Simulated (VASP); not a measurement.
# Sc2AlF3 (R-3m) in VASP: a series of runs

Sc2AlF3 is run at these levels: PBE; tasks: single point.

Everything below comes from runs of VASP 6.6.1. Logs are shortened: lines on timing, memory, paths and dates and some standing lists are left out, and cuts for length are marked.

**1. The cell of the first run**

Symmetry: R-3m, No. 166, trigonal system. Conventional cell: a = 4.989 Å, b = 4.989 Å, c = 10.896 Å, α = 90.00°, β = 90.00°, γ = 120.00°. Sc (site symmetry 3m) has 9 F at 2.68 to 2.85 Å and 4 Sc at 2.74 to 3.02 Å and 3 Al at 2.91 Å within 3.5 Å. Within 3.1 Å of Al (site symmetry -3m) lie 6 F at 2.32 Å and 6 Sc at 2.91 Å. Within 3.1 Å of F (site symmetry 2/m) lie 2 Al at 2.32 Å and 4 F at 2.49 Å and 6 Sc at 2.68 to 2.85 Å.

The cell was built from a structure type or drawn by symmetry, and may not be a known phase.

**2. Single point, PBE, collinear spin**

The input, INCAR:

```
SYSTEM = Sc2AlF3
ALGO = Normal
EDIFF = 1E-6
ENCUT = 520
GGA = PE
ISIF = 2
ISMEAR = 0
ISPIN = 2
LASPH = .True.
LCHARG = .False.
LMAXMIX = 4
LORBIT = 11
LREAL = .False.
LWAVE = .False.
MAGMOM = 0 0 0 1 1 1
NBANDS = 36
NELM = 150
PREC = Accurate
SIGMA = 0.1
```

The input, KPOINTS:

```
k-points
0
Gamma
  6 6 6
  0 0 0
```

The input, POSCAR:

```
Sc2AlF3
1.0
    2.4944340900      1.4401621900      3.6318683900
   -2.4944340900      1.4401621900      3.6318683900
    0.0000000000     -2.8803243800      3.6318683900
Sc Al F
2 1 3
Direct
    0.3743034900      0.3743034900      0.3743034900
    0.6256965100      0.6256965100      0.6256965100
    0.0000000000      0.0000000000      0.0000000000
    0.0000000000      0.0000000000      0.5000000000
    0.0000000000      0.5000000000      0.0000000000
    0.5000000000      0.0000000000      0.0000000000
```

Potentials or basis: VASP PAW PBE potentials, release 64 (Sc_sv, Al, F).

Run with:

```console
cat potpaw_PBE.64/Sc_sv/POTCAR potpaw_PBE.64/Al/POTCAR potpaw_PBE.64/F/POTCAR > POTCAR
mpirun -np 1 vasp_std > vasp.out
```

OUTCAR:

```text
SYSTEM = Sc2AlF3
   EDIFF = 1E-6
   ENCUT = 520
   GGA = PE
   ISIF = 2
   ISMEAR = 0
   ISPIN = 2
   LASPH = .True.
   LORBIT = 11
   LREAL = .False.
   NELM = 150
   PREC = Accurate

 ion  position               nearest neighbor table
   1  0.374  0.374  0.374-   2 2.74   3 2.91   3 2.91   3 2.91   2 3.02   2 3.02   2 3.02
   2  0.626  0.626  0.626-   1 2.74   3 2.91   3 2.91   3 2.91   1 3.02   1 3.02   1 3.02
   3  0.000  0.000  0.000-   4 2.32   4 2.32   6 2.32   5 2.32   5 2.32   6 2.32   1 2.91   2 2.91
                             1 2.91   2 2.91   1 2.91   2 2.91
   4  0.000  0.000  0.500-   3 2.32   3 2.32
   5  0.000  0.500  0.000-   3 2.32   3 2.32
   6  0.500  0.000  0.000-   3 2.32   3 2.32

  LATTYP: Found a trigonal (rhomboedric) cell.
 ALAT       =     4.6353787941
 COS(alpha) =     0.4208332745

  Lattice vectors:

 A1 = (   2.4944340900,   1.4401621900,   3.6318683900)
 A2 = (  -2.4944340900,   1.4401621900,   3.6318683900)
 A3 = (   0.0000000000,  -2.8803243800,   3.6318683900)

Analysis of symmetry for initial positions (statically):
=====================================================================
 Subroutine PRICEL returns:
 Original cell was already a primitive cell.

 Routine SETGRP: Setting up the symmetry group for a
 trigonal (rhombohedral) supercell.

 Subroutine GETGRP returns: Found 12 space group operations
 (whereof 12 operations were pure point group operations)
 out of a pool of 12 trial point group operations.

The static configuration has the point symmetry D_3d.

Analysis of symmetry for dynamics (positions and initial velocities):
=====================================================================
 Subroutine PRICEL returns:
 Original cell was already a primitive cell.

 Routine SETGRP: Setting up the symmetry group for a
 trigonal (rhombohedral) supercell.

 Subroutine GETGRP returns: Found 12 space group operations
 (whereof 12 operations were pure point group operations)
 out of a pool of 12 trial point group operations.

The dynamic configuration has the point symmetry D_3d.

Analysis of structural, dynamic, and magnetic symmetry:
=====================================================================
 Subroutine PRICEL returns:
 Original cell was already a primitive cell.

 Routine SETGRP: Setting up the symmetry group for a
 trigonal (rhombohedral) supercell.

 Subroutine GETGRP returns: Found 12 space group operations
 (whereof 12 operations were pure point group operations)
 out of a pool of 12 trial point group operations.

The overall configuration has the point symmetry D_3d.

 Subroutine INISYM returns: Found 12 space group operations
 (whereof 12 operations are pure point group operations),
 and found     1 'primitive' translations

----------------------------------------------------------------------------------------

                                     Primitive cell

  volume of cell :      78.2825

  direct lattice vectors                    reciprocal lattice vectors
     2.494434090  1.440162190  3.631868390     0.200446266  0.115727706  0.091780125
    -2.494434090  1.440162190  3.631868390    -0.200446266  0.115727706  0.091780125
     0.000000000 -2.880324380  3.631868390     0.000000000 -0.231455412  0.091780125

  length of vectors
     4.635378794  4.635378794  4.635378791     0.248988351  0.248988351  0.248988351

  position of ions in fractional coordinates (direct lattice)
     0.374303490  0.374303490  0.374303490
     0.625696510  0.625696510  0.625696510
     0.000000000  0.000000000  0.000000000
     0.000000000  0.000000000  0.500000000
     0.000000000  0.500000000  0.000000000
     0.500000000  0.000000000  0.000000000

  ion indices of the primitive-cell ions
   primitive index   ion index
                 1           1
                 2           2
                 3           3
                 4           4
                 5           5
                 6           6

----------------------------------------------------------------------------------------

 KPOINTS: k-points

Automatic generation of k-mesh.
 Grid dimensions read from file:
[... 46 lines left out ...]
 [... further k-points ...]
   k-points           NKPTS =     32   k-points in BZ     NKDIM =     32   number of bands    NBANDS=     36
   number of dos      NEDOS =    301   number of ions     NIONS =      6
   total plane-waves  NPLWV =  46656
   dimension x,y,z NGX =    36 NGY =   36 NGZ =   36
   dimension x,y,z NGXF=    72 NGYF=   72 NGZF=   72
   ions per type =               2   1   3
   NGX,Y,Z   is equivalent  to a cutoff of  12.91, 12.91, 12.91 a.u.
   NGXF,Y,Z  is equivalent  to a cutoff of  25.82, 25.82, 25.82 a.u.
 SYSTEM =  Sc2AlF3
   PREC   = accura    normal or accurate (medium, high low for compatibility)
   ISTART =      0    job   : 0-new  1-cont  2-samecut
   ICHARG =      2    charge: 1-file 2-atom 10-const
   ISPIN  =      2    spin polarized calculation?
   LNONCOLLINEAR =      F non collinear calculations
   LSORBIT =      F    spin-orbit coupling
   LASPH  =      T    aspherical Exc in radial PAW
   ENCUT  =  520.0 eV  38.22 Ry    6.18 a.u.   8.62  8.62  8.62*2*pi/ulx,y,z
   NELM   =    150;   NELMIN=  2; NELMDL= -5     # of ELM steps
   EDIFF  = 0.1E-05   stopping-criterion for ELM
   LREAL  =      F    real-space projection
   EDIFFG = 0.1E-04   stopping-criterion for IOM
   NSW    =      0    number of steps for IOM
   IBRION =     -1    ionic relax: 0-MD 1-quasi-New 2-CG
   NFREE  =      0    steps in history (QN), initial steepest desc. (CG)
   ISIF   =      2    stress and relaxation
   ISYM   =      2    0-nonsym 1-usesym 2-fastsym
   POTIM  = 0.5000    time-step for ionic-motion
   TEBEG  =    0.0;   TEEND  =   0.0 temperature during run
   PSTRESS=    0.0 pullay stress
   NELECT =      46.0000    total number of electrons
   NUPDOWN=      -1.0000    fix difference up-down
   EMIN   =  10.00;   EMAX   =-10.00  energy-range for DOS
   EFERMI =   0.00;   METHOD = LEGACY
   ISMEAR =     0;   SIGMA  =   0.10  broadening in eV -4-tet -1-fermi 0-gaus
   EFERMI_NEDOS =   21; number of points for ismear=-14 and -15
   IALGO  =     38    algorithm
   IMIX   =      4    mixing-type and parameters
     AMIX     =   0.40;   BMIX     =  1.00
     AMIX_MAG =   1.60;   BMIX_MAG =  1.00
  volume/ion in A,a.u.               =      13.05        88.05
  Fermi-wavevector in a.u.,A,eV,Ry     =   1.371216  2.591222 25.582124  1.880233
  Thomas-Fermi vector in A             =   2.496933
   LORBIT       =     11    0 simple, 1 ext, 2 COOP (PROOUT), +10 PAW based schemes
   GGA     = PE    functional components
   LHFCALC =     F    Hartree Fock is set to
   AEXX    =    0.0000 exact exchange contribution
   IVDW    =     0    specifies the selected vdW correction
   LEPSILON=     F    determine dielectric tensor
   LRPA    =     F    only Hartree local field effects (RPA)
 spin polarized calculation
 Gauss-broadening in eV      SIGMA  =   0.10
  energy-cutoff  :      520.00
  volume of cell :       78.28
 maximum number of plane-waves:      2149
 NGX is ok and might be reduce to    36
   NGX = 17   NGY = 17   NGZ = 17

 number of electron      46.0000000 magnetization       3.0000000

 number of electron      45.9999996 magnetization      -1.7923838

 Free energy of the ion-electron system (eV)
  ---------------------------------------------------
  ext. energy  EPLUGINS =         0.00000000
  ---------------------------------------------------
  free energy    TOTEN  =       -29.17040586 eV

  energy without entropy =      -29.14445430  energy(sigma->0) =      -29.15743008

 E-fermi :   6.0237     XC(G=0): -10.7575

 val. band max:        6.0235608597   @ k =  -0.3333   0.1667   0.1667
 cond. band min:       6.0254609740   @ k =   0.3333   0.1667   0.1667
 fundamental gap:      0.0019001143
 Fermi energy:         6.0236998586

 spin component 1

 k-point     1 :       0.0000    0.0000    0.0000
  band No.  band energies     occupation
      1     -43.5876      1.00000
      2     -43.4394      1.00000
      3     -22.3654      1.00000
      4     -22.3341      1.00000
      5     -22.3341      1.00000
      6     -22.1386      1.00000
[... 901 lines left out ...]
     34      11.2471      0.00000
     35      13.0724      0.00000

 [... further k-points ...]

 spin component 2

 k-point     1 :       0.0000    0.0000    0.0000
  band No.  band energies     occupation
      1     -44.1166      1.00000
      2     -43.9587      1.00000
      3     -23.0360      1.00000
      4     -22.8322      1.00000
      5     -22.8322      1.00000
      6     -22.6323      1.00000
[... 901 lines left out ...]
     34      10.6974      0.00000
     35      12.8888      0.00000

 [... further k-points ...]

 [bands above 35 left out]

------------------------ aborting loop because EDIFF is reached ----------------------------------------

  FORCE on cell =-STRESS in cart. coord.  units (eV):
  Direction    XX          YY          ZZ          XY          YZ          ZX
  --------------------------------------------------------------------------------------
  -------------------------------------------------------------------------------------
  Total        4.6240946      4.6240946      5.4810271     -0.0000000     -0.0000000      0.0000000
  in kB       94.6395138     94.6395133    112.1780121     -0.0000000     -0.0000000      0.0000000
  external PRESSURE =     100.4856797 kB  Pullay stress =       0.0000000 kB

 VOLUME and BASIS-vectors are now :
 -----------------------------------------------------------------------------
  energy-cutoff  :      520.00
  volume of cell :       78.28
      direct lattice vectors                 reciprocal lattice vectors
     2.494434090  1.440162190  3.631868390     0.200446266  0.115727706  0.091780125
    -2.494434090  1.440162190  3.631868390    -0.200446266  0.115727706  0.091780125
     0.000000000 -2.880324380  3.631868390     0.000000000 -0.231455412  0.091780125

 POSITION                                       TOTAL-FORCE (eV/Angst)
 -----------------------------------------------------------------------------------
      0.00000      0.00000      4.07826         0.000000     -0.000000     -2.157299
      0.00000      0.00000      6.81734         0.000000      0.000000      2.157299
      0.00000      0.00000      0.00000         0.000000      0.000000     -0.000000
      0.00000     -1.44016      1.81593        -0.000000      0.000000     -0.000000
     -1.24722      0.72008      1.81593         0.000000      0.000000     -0.000000
      1.24722      0.72008      1.81593        -0.000000      0.000000     -0.000000
 -----------------------------------------------------------------------------------
    total drift:                                0.000000      0.000000      0.000000

  FREE ENERGIE OF THE ION-ELECTRON SYSTEM (eV)
  ---------------------------------------------------
  free  energy   TOTEN  =       -29.1704058569 eV

  energy  without entropy=      -29.1444542972  energy(sigma->0) =      -29.15743008

 total charge

# of ion       s       p       d       tot
------------------------------------------
    1        2.235   6.059   1.216   9.509
    2        2.235   6.059   1.216   9.509
    3        0.492   0.269   0.000   0.761
    4        1.758   4.297   0.000   6.055
    5        1.758   4.297   0.000   6.055
    6        1.758   4.297   0.000   6.055
--------------------------------------------------
tot         10.234  25.278   2.432  37.944

 magnetization (x)

# of ion       s       p       d       tot
------------------------------------------
    1       -0.059  -0.035  -0.604  -0.698
    2       -0.059  -0.035  -0.604  -0.698
    3        0.013  -0.003   0.000   0.010
    4       -0.002  -0.002   0.000  -0.004
    5       -0.002  -0.002   0.000  -0.004
    6       -0.002  -0.002   0.000  -0.004
--------------------------------------------------
tot         -0.112  -0.079  -1.207  -1.398
```

Run time: 6.2 min. Hardware: 1 thread of Intel Xeon 8259CL, shared host; peak memory 0.32 GiB.

Results:

```
Free energy                                           : -29.1704 eV
Pressure                                              : 10.0 GPa
Largest force                                         : 2.157 eV/Å
Net moment                                            : -1.79 μB per cell
Site moments                                          : Sc -0.70; Al +0.01; F -0.00 μB
Valence electrons inside the program's atomic spheres : Sc 9.51; Al 0.76; F 6.05
```

Forces on the atoms (eV/Å):
```
Sc   0.000  0.000 -2.157
Sc   0.000  0.000  2.157
Al   0.000  0.000  0.000
F    0.000  0.000  0.000
F    0.000  0.000  0.000
F    0.000  0.000  0.000
```

Caveat: the cell stands under pressure; forces of over 1 eV/Å act on the atoms, so gaps and moduli don't describe the material at rest.

**3. Single point, PBE, collinear spin**

This run uses another cell than the first one, of 19.05 Å³/atom.

The input, INCAR:

```
  PREC = Accurate
  ENCUT = 520
  EDIFF = 1E-6
  ISMEAR = 0
  SIGMA = 0.1
  LREAL = False
  LASPH = True
  NELM = 150
  ALGO = Normal
  ISIF = 2
  LWAVE = False
  LCHARG = False
  ISPIN = 2
  MAGMOM = 0 0 0 1 1 1
  LORBIT = 11
  LMAXMIX = 4
  GGA = PE
  NBANDS = 36
```

The input, KPOINTS:

```
Automatic mesh
0
Gamma
  6 6 6
```

The input, POSCAR:

```
Sc2AlF3
1.0
    2.5457108784      1.4697668609      5.0919944500
   -2.5457108784      1.4697668609      5.0919944500
    0.0000000000     -2.9395337218      5.0919944500
Sc Al F
2 1 3
Direct
    0.2577943375      0.2577943375      0.2577943375
    0.7422056625      0.7422056625      0.7422056625
    0.0000000000      0.0000000000      0.0000000000
    0.0000000000      0.0000000000      0.5000000000
    0.0000000000      0.5000000000      0.0000000000
    0.5000000000      0.0000000000      0.0000000000
```

Potentials or basis: VASP PAW PBE potentials, release 64 (Sc_sv, Al, F).

Run with:

```console
cat potpaw_PBE.64/Sc_sv/POTCAR potpaw_PBE.64/Al/POTCAR potpaw_PBE.64/F/POTCAR > POTCAR
mpirun -np 1 vasp_std > vasp.out
```

Wall time 14 min (1 thread of Intel Xeon 8259CL, shared host); peak memory 0.52 GiB.

Results (log left out):

* Free energy: -35.1872 eV
* Pressure: 0.3 GPa
* Largest force: 0.155 eV/Å
* Band gap on the k mesh: zero (filled and empty bands overlap)
* Net moment: 0.00 μB per cell
* Valence electrons inside the program's atomic spheres: Sc 9.29; Al 0.77; F 6.12

Forces on the atoms (eV/Å):
```
Sc   0.000  0.000  0.155
Sc   0.000  0.000 -0.155
Al   0.000  0.000  0.000
F    0.000  0.000  0.000
F    0.000  0.000  0.000
F    0.000  0.000  0.000
```

Stress tensor (GPa, compression positive):
```
0.15 0.00 0.00
0.00 0.15 0.00
0.00 0.00 0.53
```

Levels at points of the mesh, in eV from the Fermi level:
Spin up:
```csv
k point,band 20,band 21,band 22,band 23,band 24,band 25,band 26,band 27
"(0.00, 0.00, 0.00)",-5.03,-4.89,0.22,0.22,0.74,0.74,1.12,1.37
"(0.50, 0.00, 0.00)",-5.09,-3.76,-1.47,-0.09,0.46,1.53,1.60,1.65
"(0.50, 0.50, 0.00)",-5.07,-3.44,-1.71,-0.49,0.66,1.18,1.36,1.47
"(0.50, 0.50, 0.50)",-5.03,-3.55,-0.48,-0.48,-0.35,1.44,1.44,2.09
```
Spin down:
| k point | band 19 | band 20 | band 21 | band 22 | band 23 | band 24 | band 25 | band 26 | band 27 | band 28 |
| --- | --- | --- | --- | --- | --- | --- | --- | --- | --- | --- |
| (0.00, 0.00, 0.00) | -5.10 | -5.03 | -4.89 | 0.22 | 0.22 | 0.74 | 0.74 | 1.12 | 1.37 | 1.37 |
| (0.50, 0.00, 0.00) | -6.04 | -5.09 | -3.76 | -1.47 | -0.09 | 0.46 | 1.53 | 1.60 | 1.65 | 1.69 |
| (0.50, 0.50, 0.00) | -6.00 | -5.07 | -3.44 | -1.71 | -0.49 | 0.66 | 1.18 | 1.36 | 1.47 | 1.49 |
| (0.50, 0.50, 0.50) | -5.10 | -5.03 | -3.55 | -0.48 | -0.48 | -0.35 | 1.44 | 1.44 | 2.09 | 2.09 |
